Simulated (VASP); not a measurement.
# Ag (I4/mmm) in VASP: notebook

Ag is run at these levels: PBE; tasks: electric field gradients.

Program: VASP 6.6.1. These are calculated values, not measurements. Logs are shortened: lines on timing, memory, paths and dates and some standing lists are left out, and cuts for length are marked.

## Step 1: The cell of the first run

It takes space group I4/mmm (No. 139, tetragonal). The conventional cell has a = 2.889 Å, b = 2.889 Å, c = 4.209 Å, α = 90.00°, β = 90.00°, γ = 90.00°. Ag (site symmetry 4/mmm) has 12 Ag at 2.89 to 2.93 Å within 3.8 Å.

## Step 2: Electric field gradients, PBE (zz strain of +3 %)

Contents of INCAR:

```
PREC     = Accurate       # precision mode
ENCUT    = 400            # plane-wave cutoff, eV
EDIFF    = 1E-8           # SCF threshold, eV
ISMEAR   = -1             # smearing method
SIGMA    = 0.05           # smearing width, eV
LREAL    = F              # projectors in reciprocal space
LASPH    = T              # aspherical terms in the spheres
NELM     = 120            # most SCF steps
ALGO     = Normal         # electronic algorithm
ISIF     = 2              # what is computed and relaxed
LWAVE    = F              # write WAVECAR
LCHARG   = F              # write CHGCAR
GGA      = PE             # functional
LEFG     = T            
NBANDS   = 12             # bands
GGA_COMPAT= F
```

Contents of KPOINTS:

```
Automatic mesh
0
Gamma
  15 15 15
```

Contents of POSCAR:

```
Ag
1.0
    0.0000000000      2.0431000000      2.1043930000
    2.0431000000      0.0000000000      2.1043930000
    2.0431000000      2.0431000000      0.0000000000
Ag
1
Direct
    0.0000000000      0.0000000000      0.0000000000
```

Potentials or basis: VASP PAW PBE potentials, release 64 (Ag).

Started as:

```sh
> cat potpaw_PBE.64/Ag/POTCAR > POTCAR
> mpirun -np 1 vasp_std > vasp.out
```

OUTCAR:

```text
PREC = Accurate
   ENCUT = 400
   EDIFF = 1E-8
   ISMEAR = -1
   LREAL = F
   LASPH = T
   NELM = 120
   ISIF = 2
   GGA = PE

 ion  position               nearest neighbor table
   1  0.000  0.000  0.000-

  LATTYP: Found a body centered tetragonal cell.
 ALAT       =     2.8893797293
 C/A-ratio  =     1.4566399692

  Lattice vectors:

 A1 = (  -2.0431000000,   0.0000000000,   2.1043930000)
 A2 = (   2.0431000000,   0.0000000000,   2.1043930000)
 A3 = (   0.0000000000,   2.0431000000,  -2.1043930000)

Analysis of symmetry for initial positions (statically):
=====================================================================
 Subroutine PRICEL returns:
 Original cell was already a primitive cell.

 Routine SETGRP: Setting up the symmetry group for a
 body centered tetragonal supercell.

 Subroutine GETGRP returns: Found 16 space group operations
 (whereof 16 operations were pure point group operations)
 out of a pool of 16 trial point group operations.

The static configuration has the point symmetry D_4h.

Analysis of symmetry for dynamics (positions and initial velocities):
=====================================================================
 Subroutine PRICEL returns:
 Original cell was already a primitive cell.

 Routine SETGRP: Setting up the symmetry group for a
 body centered tetragonal supercell.

 Subroutine GETGRP returns: Found 16 space group operations
 (whereof 16 operations were pure point group operations)
 out of a pool of 16 trial point group operations.

The dynamic configuration has the point symmetry D_4h.

 Subroutine INISYM returns: Found 16 space group operations
 (whereof 16 operations are pure point group operations),
 and found     1 'primitive' translations

----------------------------------------------------------------------------------------

                                     Primitive cell

  volume of cell :      17.5686

  direct lattice vectors                    reciprocal lattice vectors
     0.000000000  2.043100000  2.104393000    -0.244726151  0.244726151  0.237598205
     2.043100000  0.000000000  2.104393000     0.244726151 -0.244726151  0.237598205
     2.043100000  2.043100000  0.000000000     0.244726151  0.244726151 -0.237598205

  length of vectors
     2.933040659  2.933040659  2.889379729     0.419803151  0.419803151  0.419803151

  position of ions in fractional coordinates (direct lattice)
     0.000000000  0.000000000  0.000000000

  ion indices of the primitive-cell ions
   primitive index   ion index
                 1           1

----------------------------------------------------------------------------------------

 KPOINTS: Automatic mesh

Automatic generation of k-mesh.
 Grid dimensions read from file:
 generate k-points for:   15   15   15

 Generating k-lattice:

  Cartesian coordinates                     Fractional coordinates (reciprocal lattice)
    -0.016315077  0.016315077  0.015839880     0.066666667  0.000000000  0.000000000
     0.016315077 -0.016315077  0.015839880     0.000000000  0.066666667  0.000000000
     0.016315077  0.016315077 -0.015839880    -0.000000000 -0.000000000  0.066666667

  Length of vectors
     0.027986877  0.027986877  0.027986877

  Shift w.r.t. Gamma in fractional coordinates (k-lattice)
     0.000000000  0.000000000  0.000000000

 Subroutine IBZKPT returns following result:
 ===========================================

 Found    288 irreducible k-points:

 Following reciprocal coordinates:
            Coordinates               Weight
  0.000000  0.000000  0.000000      1.000000
  0.066667 -0.000000  0.000000      8.000000
  0.133333  0.000000  0.000000      8.000000
  0.200000 -0.000000  0.000000      8.000000
  0.266667  0.000000  0.000000      8.000000
  0.333333  0.000000  0.000000      8.000000
[... 16 lines left out ...]
  0.133333  0.133333  0.000000      2.000000
  0.200000  0.133333  0.000000      8.000000
 [... further k-points ...]
   k-points           NKPTS =    288   k-points in BZ     NKDIM =    288   number of bands    NBANDS=     12
   number of dos      NEDOS =    301   number of ions     NIONS =      1
   total plane-waves  NPLWV =   8000
   dimension x,y,z NGX =    20 NGY =   20 NGZ =   20
   dimension x,y,z NGXF=    40 NGYF=   40 NGZF=   40
   ions per type =               1
   NGX,Y,Z   is equivalent  to a cutoff of  11.34, 11.34, 11.51 a.u.
   NGXF,Y,Z  is equivalent  to a cutoff of  22.67, 22.67, 23.01 a.u.
 SYSTEM =  unknown system
   PREC   = accura    normal or accurate (medium, high low for compatibility)
   ISTART =      0    job   : 0-new  1-cont  2-samecut
   ICHARG =      2    charge: 1-file 2-atom 10-const
   ISPIN  =      1    spin polarized calculation?
   LNONCOLLINEAR =      F non collinear calculations
   LSORBIT =      F    spin-orbit coupling
   LASPH  =      T    aspherical Exc in radial PAW
   ENCUT  =  400.0 eV  29.40 Ry    5.42 a.u.   4.78  4.78  4.71*2*pi/ulx,y,z
   NELM   =    120;   NELMIN=  2; NELMDL= -5     # of ELM steps
   EDIFF  = 0.1E-07   stopping-criterion for ELM
   LREAL  =      F    real-space projection
   EDIFFG = 0.1E-06   stopping-criterion for IOM
   NSW    =      0    number of steps for IOM
   IBRION =     -1    ionic relax: 0-MD 1-quasi-New 2-CG
   NFREE  =      0    steps in history (QN), initial steepest desc. (CG)
   ISIF   =      2    stress and relaxation
   ISYM   =      2    0-nonsym 1-usesym 2-fastsym
   POTIM  = 0.5000    time-step for ionic-motion
   TEBEG  =    0.0;   TEEND  =   0.0 temperature during run
   PSTRESS=    0.0 pullay stress
   NELECT =      11.0000    total number of electrons
   NUPDOWN=      -1.0000    fix difference up-down
   EMIN   =  10.00;   EMAX   =-10.00  energy-range for DOS
   EFERMI =   0.00;   METHOD = LEGACY
   ISMEAR =    -1;   SIGMA  =   0.05  broadening in eV -4-tet -1-fermi 0-gaus
   EFERMI_NEDOS =   21; number of points for ismear=-14 and -15
   IALGO  =     38    algorithm
   IMIX   =      4    mixing-type and parameters
     AMIX     =   0.40;   BMIX     =  1.00
     AMIX_MAG =   1.60;   BMIX_MAG =  1.00
  volume/ion in A,a.u.               =      17.57       118.56
  Fermi-wavevector in a.u.,A,eV,Ry     =   1.400534  2.646626 26.687771  1.961496
  Thomas-Fermi vector in A             =   2.523485
   LORBIT       =      0    0 simple, 1 ext, 2 COOP (PROOUT), +10 PAW based schemes
   GGA     = PE    functional components
   LHFCALC =     F    Hartree Fock is set to
   AEXX    =    0.0000 exact exchange contribution
   IVDW    =     0    specifies the selected vdW correction
   LEPSILON=     F    determine dielectric tensor
   LRPA    =     F    only Hartree local field effects (RPA)
 non-spin polarized calculation
  energy-cutoff  :      400.00
  volume of cell :       17.57
 maximum number of plane-waves:       334
   NGX =  9   NGY =  9   NGZ =  9

 number of electron      10.9999996 magnetization

 Free energy of the ion-electron system (eV)
  ---------------------------------------------------
  ext. energy  EPLUGINS =         0.00000000
  ---------------------------------------------------
  free energy    TOTEN  =        -2.71379099 eV

  energy without entropy =       -2.71077948  energy(sigma->0) =       -2.71228523

 E-fermi :   8.1450     XC(G=0): -12.0321

 val. band max:        8.1405608593   @ k =  -0.2667   0.0667   0.2667
 cond. band min:       8.1700167575   @ k =  -0.4000  -0.0000   0.1333
 fundamental gap:      0.0294558982
 Fermi energy:         8.1450413747

 k-point     1 :       0.0000    0.0000    0.0000
  band No.  band energies     occupation
      1       0.4706      2.00000
      2       3.1983      2.00000
      3       3.3809      2.00000
      4       3.3809      2.00000
      5       4.2029      2.00000
      6       4.3879      2.00000
      7      23.9913      0.00000
      8      27.1470      0.00000
      9      27.4975      0.00000
     10      27.4975      0.00000
     11      32.1108      0.00000
     12      32.9643      0.00000

 k-point     2 :       0.0667   -0.0000    0.0000
  band No.  band energies     occupation
      1       0.6062      2.00000
      2       3.2114      2.00000
      3       3.3748      2.00000
      4       3.4171      2.00000
      5       4.1932      2.00000
      6       4.3709      2.00000
      7      23.9925      0.00000
      8      26.2388      0.00000
      9      27.3184      0.00000
     10      27.5384      0.00000
     11      31.9775      0.00000
     12      32.8840      0.00000
[... 316 lines left out ...]
 k-point    24 :       0.2000    0.1333    0.0000
  band No.  band energies     occupation
      1       1.5421      2.00000
      2       2.8657      2.00000
      3       3.6660      2.00000
      4       3.7515      2.00000
      5       4.0255      2.00000
      6       4.5423      2.00000
      7      22.9886      0.00000
      8      24.6076      0.00000
      9      24.9168      0.00000
     10      26.2426      0.00000
     11      29.1307      0.00000
     12      33.0693      0.00000

 [... further k-points ...]

------------------------ aborting loop because EDIFF is reached ----------------------------------------

  FORCE on cell =-STRESS in cart. coord.  units (eV):
  Direction    XX          YY          ZZ          XY          YZ          ZX
  --------------------------------------------------------------------------------------
  -------------------------------------------------------------------------------------
  Total        0.1292082      0.1292082      0.0648544      0.0000000      0.0000000      0.0000000
  in kB       11.7832340     11.7832340      5.9144461      0.0000000      0.0000000      0.0000000
  external PRESSURE =       9.8269714 kB  Pullay stress =       0.0000000 kB

 VOLUME and BASIS-vectors are now :
 -----------------------------------------------------------------------------
  energy-cutoff  :      400.00
  volume of cell :       17.57
      direct lattice vectors                 reciprocal lattice vectors
     0.000000000  2.043100000  2.104393000    -0.244726151  0.244726151  0.237598205
     2.043100000  0.000000000  2.104393000     0.244726151 -0.244726151  0.237598205
     2.043100000  2.043100000  0.000000000     0.244726151  0.244726151 -0.237598205

 POSITION                                       TOTAL-FORCE (eV/Angst)
 -----------------------------------------------------------------------------------
      0.00000      0.00000      0.00000         0.000000      0.000000      0.000000
 -----------------------------------------------------------------------------------
    total drift:                                0.000000      0.000000      0.000000

  FREE ENERGIE OF THE ION-ELECTRON SYSTEM (eV)
  ---------------------------------------------------
  free  energy   TOTEN  =        -2.7137909873 eV

  energy  without entropy=       -2.7107794808  energy(sigma->0) =       -2.71228523

 Electric field gradients (V/A^2)
---------------------------------------------------------------------
 ion       V_xx      V_yy      V_zz      V_xy      V_xz      V_yz
---------------------------------------------------------------------
   1       0.215     0.215    -0.431    -0.002     0.000     0.000
---------------------------------------------------------------------

 Electric field gradients after diagonalization (V/A^2)
 (convention: |V_zz| > |V_xx| > |V_yy|)
----------------------------------------------------------------------
 ion       V_xx      V_yy      V_zz     asymmetry (V_yy - V_xx)/ V_zz
----------------------------------------------------------------------
   1       0.217     0.214    -0.431       0.007
----------------------------------------------------------------------

           NMR quadrupolar parameters

 Cq : quadrupolar parameter    Cq=e*Q*V_zz/h
 eta: asymmetry parameters     (V_yy - V_xx)/ V_zz
 Q  : nuclear electric quadrupole moment in mb (millibarn)
----------------------------------------------------------------------
 ion       Cq(MHz)       eta       Q (mb)
----------------------------------------------------------------------
   1      -0.001       0.007       1.000
----------------------------------------------------------------------
```

It took 37 s on 1 thread of Intel Xeon 8259CL, shared host; peak memory 0.15 GiB.

Results:

```
Free energy                             : -2.7138 eV
Pressure                                : 1.0 GPa
Band gap on the k mesh                  : zero (an odd number of electrons rules out a gap without spin polarisation)
Largest electric field gradient by atom : Ag -0.4 V/Å²
```

Electric field gradients, principal values (V/Å²):
| atom | least | middle | greatest (by size) |
| --- | --- | --- | --- |
| 1 Ag | 0.214 | 0.217 | -0.431 |

Caveat: the cell differs from its parent crystal (zz strain of +3 %); without QUAD_EFG the Cq values of the log hold for a quadrupole moment of 1 mb, not for the nuclei.

[end of part 1 of 2]
